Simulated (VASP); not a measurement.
Set up this calculation in VASP 6.6.1, as the native input.

* Task: relaxation of cell and atoms
* Functional: PBE
* Potentials or basis: VASP PAW PBE potentials, release 64 (Pd)
* Cutoff: 600 eV
* k mesh: 9 × 9 × 12
* Occupations: fermi-dirac, width 0.08 eV
* Spin: no spin polarisation
* Target pressure: 22 GPa
* Dipole correction: no
* Further INCAR settings: ALGO = Normal; EDIFF = 1e-06; IBRION = 2; EDIFFG = -0.005; NSW = 32; ISIF = 3

The structure of Pd lies in POSCAR:

```
Pd
1.0
    4.3508577845      0.0000000000      0.0000000000
   -2.1754288922      3.7679533696      0.0000000000
    0.0000000000      0.0000000000      2.5863246913
Pd
3
Direct
    0.0000000000      0.0000000000      0.0000000000
    0.3333333333      0.6666666667      0.5000000000
    0.6666666667      0.3333333333      0.5000000000
```

This isn't the form of Pd at room conditions, which is fcc.

The input as run:

INCAR

```
PREC = Accurate
ENCUT = 600
EDIFF = 1E-6
ISMEAR = -1
SIGMA = 0.08
LREAL = False
LASPH = True
NELM = 80
ALGO = Normal
ISIF = 3
LWAVE = False
LCHARG = False
GGA = PE
IBRION = 2
NSW = 32
EDIFFG = -0.005
PSTRESS = 220.0
```

KPOINTS

```
Automatic mesh
0
Gamma
  9 9 12
```

Potentials or basis: VASP PAW PBE potentials, release 64 (Pd).

The run is started by

```sh
$ cat potpaw_PBE.64/Pd/POTCAR > POTCAR
$ mpirun -np 1 vasp_std > vasp.out
```

Results of the run:

```json
{
 "Relaxed volume": "14.10 Å³/atom",
 "Relaxed cell": "a = 4.348 Å, b = 4.348 Å, c = 2.585 Å, α = 90.00°, β = 90.00°, γ = 120.00°",
 "Space group after relaxing (to 0.1 Å)": "P6/mmm (No. 191)",
 "Energy change on relaxing (the run minimises the enthalpy)": "+3.9 meV/atom",
 "Ionic steps": "4",
 "Pressure after relaxing": "22.0 GPa",
 "Band gap on the k mesh": "zero (bands 15 and 16 overlap by 1.06 eV)"
}
```

Caveat: the cell is relaxed towards a set pressure, so the run minimises the enthalpy, not the energy.

Wall time 2 min on 1 thread of Intel(R) Xeon(R) Platinum 8488C (Sapphire Rapids) (shared host), peak memory 0.23 GiB.
